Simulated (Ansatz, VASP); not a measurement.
This is a calculation of Au for Ansatz 0.2.0.

File input.yaml:

```yaml
crystal:
  lattice:
    - [0.0, 2.0617793868, 2.0617793868]
    - [2.0617793868, 0.0, 2.0617793868]
    - [2.0617793868, 2.0617793868, 0.0]
  atoms:
    - { symbol: Au, position: [0.0, 0.0, 0.0] }
hamiltonian:
  xc: r2scan
  pseudopotentials: { kind: paw }
  dispersion: rvv10
kpoints:
  mp_grid: { grid: [11, 11, 11] }
scf:
  occupations: { method: fermi_dirac, width: 0.05 }
output:
  forces: true
  stress: true
  eigenvalues: true
```

Potentials or basis: Ansatz PAW.

The run is started by

```sh
$ ansatz run input.yaml --threads 2 --pin off --max-ram 5120MiB --backend cpu --events-out ev --progress --plain --runs-dir out
```

**Question.** Translate it to VASP 6.6.1. Potentials there: VASP PAW PBE potentials, release 64 (Au_sv_GW).

**Answer.** As run (the cutoff follows the program's own potentials):

The input POSCAR:

```
Au
1.0
    0.0000000000      2.0617793868      2.0617793868
    2.0617793868      0.0000000000      2.0617793868
    2.0617793868      2.0617793868      0.0000000000
Au
1
Direct
    0.0000000000      0.0000000000      0.0000000000
```

INCAR.step1

```
SYSTEM = Au
PREC = Accurate ; ENCUT = 590
ISMEAR = -1 ; SIGMA = 0.05
LREAL = .FALSE. ; LASPH = .TRUE.
NELM = 120 ; NBANDS = 16
GGA = PE ; ALGO = Normal
EDIFF = 1E-5 ; LWAVE = .TRUE.
LCHARG = .FALSE. ; GGA_COMPAT = .FALSE.
```

The input INCAR.step2:

```
SYSTEM = Au
PREC = Accurate ; ENCUT = 590
EDIFF = 1E-6 ; ISMEAR = -1
SIGMA = 0.05 ; LREAL = .FALSE.
LASPH = .TRUE. ; NELM = 120
ALGO = Normal ; ISIF = 2
LWAVE = .FALSE. ; LCHARG = .FALSE.
METAGGA = R2SCAN ; LMIXTAU = .TRUE.
LUSE_VDW = .TRUE. ; IVDW_NL = 2
BPARAM = 11.95 ; CPARAM = 0.0093
NBANDS = 16 ; ISTART = 1
GGA_COMPAT = .FALSE.
```

File KPOINTS:

```
Automatic mesh
0
G
  11 11 11
  0 0 0
```

Potentials or basis: VASP PAW PBE potentials, release 64 (Au_sv_GW).

Launch:

```sh
$ cat potpaw_PBE.64/Au_sv_GW/POTCAR > POTCAR
$ cp INCAR.step1 INCAR
$ mpirun -np 1 vasp_std > vasp.out
$ cp INCAR.step2 INCAR
$ mpirun -np 1 vasp_std > vasp.out
```

Both were run:

|  | VASP | Ansatz | Ansatz less VASP |
| --- | --- | --- | --- |
| gap on the k mesh at the Fermi level (eV) | none | none | - |
| pressure (GPa) | -2.4 | -2.8 | -0.38 |

VASP's potentials were made for PBE, not for r2SCAN. A gap of «none» marks a metal or a gap that the smearing closes.

Neither program's run includes spin-orbit coupling.
